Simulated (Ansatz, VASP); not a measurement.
# Two plane-wave programs on SrO

```
Sr O
1.0
     0.00000    2.59737    2.59737
     2.59737    0.00000    2.59737
     2.59737    2.59737    0.00000
Sr O
1 1
Direct
  0.00000 0.00000 0.00000
  0.50000 0.50000 0.50000
```

Alike in both runs: task single point; functional PBE; k mesh 8 × 8 × 8; occupations gaussian, width 0.02 eV; no spin polarisation.

```csv
,VASP,Ansatz
version,VASP 6.6.1,Ansatz 0.2.0
potentials or method,"VASP PAW PBE potentials, release 64 (Sr_sv, O), cutoff 600 eV","scalar-relativistic, plane waves, PAW"
valence electrons in the cell,16,16
```

```csv
,VASP,Ansatz,Ansatz less VASP
gap on the k mesh at the Fermi level (eV),3.28,3.33,+0.045
least direct gap on the mesh (eV),3.39,3.42,+0.035
pressure (GPa),0.4,0.0,-0.42
```

With one functional, cell and mesh, what is left measures potentials, basis and numerics.
